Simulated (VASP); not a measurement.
## Pt: single point with PBE

The system is Pt.

```xyz
1
Lattice="0.0000 1.9835 1.9835 1.9835 0.0000 1.9835 1.9835 1.9835 0.0000" Properties=species:S:1:pos:R:3 pbc="T T T"
Pt    0.0000    0.0000    0.0000
```

| Property | Result |
| --- | --- |
| Program | VASP 6.6.1 |
| Task | single point |
| Functional | PBE |
| Potentials or basis | VASP PAW PBE potentials, release 64 (Pt) |
| Cutoff | 500 eV |
| k mesh | 8 × 8 × 8 |
| Occupations | gaussian, width 0.05 eV |
| Spin | no spin polarisation |
| Dipole correction | no |
| Further INCAR settings | ALGO = Normal; EDIFF = 1e-06; NBANDS = 11 |

- Pressure: -0.6 GPa
- Band gap on the k mesh: zero (band 5 reaches 11.03 eV, above the bottom of band 6 at 8.94 eV)

Levels at points of the mesh, in eV from the Fermi level:
| k point | band 3 | band 4 | band 5 | band 6 | band 7 | band 8 |
| --- | --- | --- | --- | --- | --- | --- |
| (0.00, 0.00, 0.00) | -3.56 | -3.56 | -1.53 | -1.53 | 14.79 | 19.56 |
| (0.50, 0.00, 0.00) | -3.62 | -0.28 | 0.04 | 0.04 | 5.61 | 14.34 |
| (0.50, 0.50, 0.00) | 0.01 | 0.47 | 0.47 | 1.90 | 8.54 | 11.34 |

It used 5.3 s of CPU time on 1 thread of AMD EPYC 7R13 Processor (Zen 3), with other jobs on the host.

Caveat: spin-orbit coupling is left out, which moves the levels of the heavy elements.
